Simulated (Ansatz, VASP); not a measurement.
Te2Mo: VASP beside Ansatz

INCAR

```
SYSTEM = Te2Mo
PREC = Accurate
ENCUT = 520
EDIFF = 1E-6
ISMEAR = 0
SIGMA = 0.05
LREAL = .False.
LASPH = .True.
NELM = 80
ALGO = Normal
ISIF = 2
LWAVE = .False.
LCHARG = .True.
GGA = CA
LELF = .True.
LVHAR = .True.
NBANDS = 20
```

Contents of KPOINTS:

```
regular mesh
0
Gamma
  12 12 2
  0 0 0
```

Contents of POSCAR:

```
Te2Mo
1.0
    3.5602328140      0.0000000000      0.0000000000
   -1.7801164070      3.0832520603      0.0000000000
    0.0000000000      0.0000000000     17.5240578200
Te Mo
2 1
Direct
    0.3363907139      0.6727814278      0.8969185657
    0.3363907139      0.6727814278      0.1012076657
    0.0000000000      0.0000000000      0.0000000000
```

Input for Ansatz:

```yaml
crystal:
  lattice:
    - [3.560232814, 0.0, 0.0]
    - [-1.780116407, 3.0832520603, 0.0]
    - [0.0, 0.0, 17.52405782]
  atoms:
    - { symbol: Te, position: [0.3363907139, 0.6727814278, 0.8969185657] }
    - { symbol: Te, position: [0.3363907139, 0.6727814278, 0.1012076657] }
    - { symbol: Mo, position: [0.0, 0.0, 0.0] }
basis:
  ecutwfc: 420
kpoints:
  mp_grid: { grid: [12, 12, 2] }
hamiltonian:
  xc: lda
scf:
  occupations: { method: gaussian, width: 0.05 }
output:
  forces: true
  stress: true
  eigenvalues: true
```

Change from the starting cell: all Te atoms moved -0.025 Å, as atom 1 towards its neighbour atom 3 (Mo) at 2.726 Å.

Alike in both runs: task single point; functional LDA; k mesh 12 × 12 × 2; occupations gaussian, width 0.05 eV; no spin polarisation.

|  | VASP | Ansatz |
| --- | --- | --- |
| version | VASP 6.6.1 | Ansatz 0.2.0 |
| potentials or method | VASP PAW LDA potentials, release 64 (Te, Mo_sv), cutoff 520 eV | scalar-relativistic, plane waves, PAW |
| valence electrons in the cell | 26 | 46 |

Ansatz gave:

```
gap on the k mesh at the Fermi level (eV) : 1.04
least direct gap on the mesh (eV)         : 1.04
rms of the force components (eV/Å)        : 0.261
```

Task: Which values does VASP return?

Result: gap on the k mesh at the Fermi level (eV): 1.04; least direct gap on the mesh (eV): 1.04; rms of the force components (eV/Å): 0.244.

LDA's correlation is that of Perdew and Zunger in VASP and of Perdew and Wang (1992) in Ansatz. Atom by atom the forces differ by 0.025 eV/Å (rms over components). VASP's potentials hold 26 valence electrons a cell and Ansatz's 46, so a difference there can come from the potentials and not from the codes.

Neither program's run includes spin-orbit coupling.
